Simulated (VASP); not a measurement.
Runs of VASP 6.6.1 on InSb. The structure is that of space group I4/mmm (No. 139), or close to it. The cells are those of the table. 

```tsv
cell	gap on the mesh (eV)	pressure (GPa)
a = 4.258, b = 4.258, c = 4.589 Å, angles 57.4, 57.4, 65.2°, 2 atoms	none	(b)
a = 4.518, b = 4.518, c = 4.090 Å, angles 63.1, 63.1, 53.8°, 2 atoms	none	(a)
a = 4.742, b = 4.742, c = 3.873 Å, angles 65.9, 65.9, 48.2°, 2 atoms	none	9.9
a = 4.225, b = 4.225, c = 4.879 Å, angles 54.7, 54.7, 70.5°, 2 atoms	none	15.3
a = 4.294, b = 4.294, c = 4.469 Å, angles 58.6, 58.6, 62.7°, 2 atoms	none	-0.5
a = 4.426, b = 4.426, c = 4.211 Å, angles 61.6, 61.6, 56.8°, 2 atoms	none	-0.5
a = 4.840, b = 4.840, c = 3.797 Å, angles 66.9, 66.9, 46.2°, 2 atoms	none	14.0
a = 4.619, b = 4.619, c = 3.983 Å, angles 64.5, 64.5, 51.1°, 2 atoms	none	5.0
```

Alike in all rows: task single point; level r2SCAN; potentials or basis VASP PAW PBE potentials, release 64 (In_d, Sb); no spin polarisation; k mesh 6 × 6 × 6; cutoff (eV) 520; smearing gaussian 0.15 eV.

Problem. Estimate the missing entries.

Solution. (a) 1.5; (b) 1.9.

Caveats: the PAW data sets were made with another functional, which shifts forces and pressure a little; spin-orbit coupling is left out, which moves the levels of the heavy elements; the stress differs along the axes, from -5 to 15 GPa (at least some runs); the stress differs along the axes, from -5 to 5 GPa (at least some runs); the stress differs along the axes, from -4 to 17 GPa (at least some runs); the stress differs along the axes, from -4 to 54 GPa (at least some runs); the stress differs along the axes, from -3 to 4 GPa (at least some runs).

A k mesh can miss the band edges, and the runs leave out spin-orbit coupling on In, Sb.

A gap of «none» marks levels without a gap at the run's occupations.
